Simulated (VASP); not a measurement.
A run of VASP 6.6.1 is set up as follows.

The input INCAR:

```
PREC     = Accurate       # precision mode
ENCUT    = 500            # plane-wave cutoff, eV
EDIFF    = 1E-6           # SCF threshold, eV
ISMEAR   = 0              # smearing method
SIGMA    = 0.02           # smearing width, eV
LREAL    = F              # projectors in reciprocal space
LASPH    = T              # aspherical terms in the spheres
NELM     = 120            # most SCF steps
ALGO     = Normal         # electronic algorithm
ISIF     = 2              # what is computed and relaxed
LWAVE    = F              # write WAVECAR
LCHARG   = T              # write CHGCAR
GGA      = PE             # functional
LELF     = T              # ELF
LVHAR    = T            
NBANDS   = 30             # bands
GGA_COMPAT= F
```

The input KPOINTS:

```
Automatic mesh
0
Gamma
  6 6 6
```

The input POSCAR:

```
CsPbCl3
1.0
    5.8477578305      0.0000000000      0.0000000000
    0.0000000000      5.8477578305      0.0000000000
    0.0000000000      0.0000000000      5.8477578305
Cs Pb Cl
1 1 3
Direct
    0.0000000000      0.0000000000      0.0000000000
    0.5000000000      0.5000000000      0.5000000000
    0.5000000000      0.5000000000      0.0000000000
    0.0000000000      0.5000000000      0.5000000000
    0.5000000000      0.0000000000      0.5000000000
```

Potentials or basis: VASP PAW PBE potentials, release 64 (Cs_sv, Pb_d, Cl).

Launch:

```sh
$ cat potpaw_PBE.64/Cs_sv/POTCAR potpaw_PBE.64/Pb_d/POTCAR potpaw_PBE.64/Cl/POTCAR > POTCAR
$ mpirun -np 1 vasp_std > vasp.out
```

Question: Predict the band gap on the k mesh.

Answer: 2.40 eV.

Question: Predict the pressure.

Answer: -1.2 GPa.

Caveat: spin-orbit coupling is left out, which moves the levels of the heavy elements. A k mesh can miss the band edges.
